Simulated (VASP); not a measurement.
# I: single point with PBEsol

Crystal: I.

```xyz
1
Lattice="4.0869 0.0000 0.0000 -2.0435 3.5394 0.0000 0.0000 0.0000 2.9077" Properties=species:S:1:pos:R:3 pbc="T T T"
I     0.0000    0.0000    0.0000
```

* Program: VASP 6.6.1
* Task: single point
* Functional: PBEsol
* Potentials or basis: VASP PAW PBE potentials, release 64 (I)
* Cutoff: 520 eV
* k mesh: 18 × 18 × 18
* Occupations: gaussian, width 0.1 eV
* Spin: no spin polarisation
* Dipole correction: no
* Further INCAR settings: ALGO = Normal; EDIFF = 1e-06; NBANDS = 10

```
Pressure : 0.0 GPa
```

Levels at points of the mesh, in eV from the Fermi level:
| k point | band 1 | band 2 | band 3 | band 4 | band 5 | band 6 |
| --- | --- | --- | --- | --- | --- | --- |
| (0.00, 0.00, 0.00) | -13.75 | -1.39 | -1.39 | 3.37 | 4.25 | 7.98 |
| (0.50, 0.00, 0.00) | -13.35 | -3.97 | -2.00 | 3.66 | 4.83 | 10.26 |
| (0.00, 0.00, 0.50) | -11.17 | -5.84 | 0.57 | 0.57 | 8.36 | 8.49 |
| (0.50, 0.00, 0.50) | -10.78 | -5.43 | -1.64 | 0.05 | 4.37 | 7.68 |

Wall time 40 s on 1 thread of Intel(R) Xeon(R) 6975P-C (Granite Rapids), with other jobs on the host, peak memory 0.26 GiB.

Caveat: the PAW data sets were made with another functional, which shifts forces and pressure a little; spin-orbit coupling is left out, which moves the levels of the heavy elements; an odd number of electrons without spin polarisation forces a metal; a magnetic or distorted state may lie lower.
